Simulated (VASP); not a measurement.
Write the native input for VASP 6.6.1 that does the following.

| Item | Value |
| --- | --- |
| Task | single point |
| Functional | LDA |
| Potentials or basis | VASP PAW LDA potentials, release 64 (Fe_sv) |
| Cutoff | 600 eV |
| k mesh | 16 × 16 × 16 |
| Occupations | fermi-dirac, width 0.03 eV |
| Spin | collinear spin, ferromagnetic start |
| Starting moments | [1.988] μB |
| Dipole correction | no |
| Second run | valence_matched |
| Further INCAR settings | ALGO = Normal; EDIFF = 1e-06; NBANDS = 18 |

The structure of Fe lies in POSCAR:

```
Fe
1.0
   -1.3745984210      1.3745984210      1.3745984210
    1.3745984210     -1.3745984210      1.3745984210
    1.3745984210      1.3745984210     -1.3745984210
Fe
1
Direct
    0.0000000000      0.0000000000      0.0000000000
```

The input as run:

INCAR

```
PREC = Accurate
ENCUT = 600
EDIFF = 1E-6
ISMEAR = -1
SIGMA = 0.03
LREAL = F
LASPH = T
NELM = 200
ALGO = Normal
ISIF = 2
LWAVE = F
LCHARG = F
ISPIN = 2
MAGMOM = 1.988
LORBIT = 11
LMAXMIX = 4
NBANDS = 18
GGA_COMPAT = F
```

KPOINTS

```
Automatic mesh
0
Gamma
  16 16 16
```

Potentials or basis: VASP PAW LDA potentials, release 64 (Fe_sv).

The run is started by

```console
$ cat potpaw_LDA.64/Fe_sv/POTCAR > POTCAR
$ mpirun -np 1 vasp_std > vasp.out
```

It gave:

| Property | Result |
| --- | --- |
| Pressure | -4.6 GPa |
| Net moment | 1.93 μB per cell |
| Site moments | Fe +1.89 μB |
| Valence electrons inside the program's atomic spheres | Fe 13.81 |

It took 33 s on 1 thread of Intel(R) Xeon(R) Platinum 8488C (Sapphire Rapids) (shared host), peak memory 0.15 GiB.
